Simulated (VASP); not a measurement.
SiC (SiC (F-43m)), 2 atoms in the cell. Symmetry: F-43m, No. 216, cubic system. Conventional cell: a = 4.380 Å, b = 4.380 Å, c = 4.380 Å, α = 90.00°, β = 90.00°, γ = 90.00°. Within 2.5 Å of Si (site symmetry -43m) lie 4 C at 1.90 Å. C (site symmetry -43m) has 4 Si at 1.90 Å within 2.5 Å. 

* Program: VASP 6.6.1
* Task: single point
* Functional: PBE
* Potentials or basis: VASP PAW PBE potentials, release 64 (Si, C)
* Cutoff: 600 eV
* k mesh: 11 × 11 × 11
* Occupations: fermi-dirac, width 0.01 eV
* Spin: no spin polarisation
* Dipole correction: no
* Further INCAR settings: ALGO = Normal; EDIFF = 1e-06; NBANDS = 11

Potentials or basis: VASP PAW PBE potentials, release 64 (Si, C).

Launch:

```bash
$ cat potpaw_PBE.64/Si/POTCAR potpaw_PBE.64/C/POTCAR > POTCAR
$ mpirun -np 1 vasp_std > vasp.out
```

Hardware: 1 thread of Intel(R) Xeon(R) 6975P-C (Granite Rapids) (shared host).

Task: Estimate the wall time of this run.

Result: Wall time 7.9 s on 1 thread of Intel(R) Xeon(R) 6975P-C (Granite Rapids) (shared host), peak memory 0.15 GiB. Counts: scf iterations 12, k points 56.
